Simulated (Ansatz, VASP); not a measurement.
**Two plane-wave programs on K2S**

INCAR

```
SYSTEM = K2S
PREC = Accurate ; ENCUT = 500
EDIFF = 1E-6 ; ISMEAR = 0
SIGMA = 0.05 ; LREAL = .False.
LASPH = .True. ; NELM = 120
ALGO = Normal ; ISIF = 2
LWAVE = .False. ; LCHARG = .False.
GGA = RP ; NBANDS = 19
GGA_COMPAT = .False.
```

The input KPOINTS:

```
Automatic mesh
0
Gamma
  6 6 6
  0 0 0
```

Contents of POSCAR:

```
K2S
1.0
    0.0000000000      3.8623178970      3.8623178970
    3.8623178970      0.0000000000      3.8623178970
    3.8623178970      3.8623178970      0.0000000000
K S
2 1
Direct
    0.2500000000      0.2500000000      0.2500000000
    0.7500000000      0.7500000000      0.7500000000
    0.0000000000      0.0000000000      0.0000000000
```

Input for Ansatz:

```yaml
crystal:
  lattice:
    - [0.0, 3.862317897, 3.862317897]
    - [3.862317897, 0.0, 3.862317897]
    - [3.862317897, 3.862317897, 0.0]
  atoms:
    - { symbol: K, position: [0.25, 0.25, 0.25] }
    - { symbol: K, position: [0.75, 0.75, 0.75] }
    - { symbol: S, position: [0.0, 0.0, 0.0] }
basis:
  ecutwfc: 420
  ecutrho_ratio: 4
kpoints:
  mp_grid: { grid: [6, 6, 6] }
hamiltonian:
  xc: rpbe
scf:
  occupations: { method: gaussian, width: 0.05 }
output:
  forces: true
  stress: true
  eigenvalues: true
```

Alike in both runs: task single point; functional RPBE; k mesh 6 × 6 × 6; occupations gaussian, width 0.05 eV; no spin polarisation.

|  | VASP | Ansatz |
| --- | --- | --- |
| version | VASP 6.6.1 | Ansatz 0.2.0 |
| potentials or method | VASP PAW PBE potentials, release 64 (K_sv, S), cutoff 500 eV | scalar-relativistic, plane waves, PAW |
| valence electrons in the cell | 24 | 24 |

```tsv
	VASP	Ansatz	Ansatz less VASP
gap on the k mesh at the Fermi level (eV)	2.30	2.30	-0.001
least direct gap on the mesh (eV)	2.40	2.40	+0.001
pressure (GPa)	-0.6	-0.6	-0.01
```

VASP's potentials were made for PBE, not for RPBE. With one functional, cell and mesh, what is left measures potentials, basis and numerics.
